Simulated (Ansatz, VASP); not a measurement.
One calculation of Na3Al, two programs

The input INCAR:

```
  PREC = Accurate
  ENCUT = 520
  EDIFF = 1E-6
  ISMEAR = 1
  SIGMA = 0.1
  LREAL = F
  LASPH = T
  NELM = 100
  ALGO = Normal
  ISIF = 2
  LWAVE = F
  LCHARG = F
  GGA = PE
  NBANDS = 20
```

The input KPOINTS:

```
regular mesh
0
Gamma
  5 5 5
```

Contents of POSCAR:

```
Na3Al
1.0
    0.0000000000      3.7279368613      3.7279368613
    3.7279368613      0.0000000000      3.7279368613
    3.7279368613      3.7279368613      0.0000000000
Na Al
3 1
Direct
    0.2500000000      0.2500000000      0.2500000000
    0.7500000000      0.7500000000      0.7500000000
    0.5000000000      0.5000000000      0.5000000000
    0.0000000000      0.0000000000      0.0000000000
```

Input for Ansatz:

```yaml
crystal:
  lattice:
    - [0.0, 3.72793686125218, 3.72793686125218]
    - [3.72793686125218, 0.0, 3.72793686125218]
    - [3.72793686125218, 3.72793686125218, 0.0]
  atoms:
    - { symbol: Na, position: [0.25, 0.25, 0.25] }
    - { symbol: Na, position: [0.75, 0.75, 0.75] }
    - { symbol: Na, position: [0.5, 0.5, 0.5] }
    - { symbol: Al, position: [0.0, 0.0, 0.0] }
basis:
  ecutwfc: 470.0
kpoints:
  mp_grid:
    grid: [5, 5, 5]
hamiltonian:
  xc: pbe
  pseudopotentials:
    kind: paw
scf:
  occupations:
    method: cold
output:
  stress: true
```

Alike in both runs: task single point; functional PBE; k mesh 5 × 5 × 5; no spin polarisation.

|  | VASP | Ansatz |
| --- | --- | --- |
| version | VASP 6.6.1 | Ansatz 0.2.0 |
| potentials or method | VASP PAW PBE potentials, release 64 (Na_pv, Al), cutoff 520 eV | plane waves, PAW |
| occupations | methfessel-paxton of order 1, width 0.1 eV | cold |
| valence electrons in the cell | 24 | 30 |

|  | VASP | Ansatz | Ansatz less VASP |
| --- | --- | --- | --- |
| pressure (GPa) | 1.6 | 1.6 | -0.01 |

VASP's potentials hold 24 valence electrons a cell and Ansatz's 30, so a difference there can come from the potentials and not from the codes.
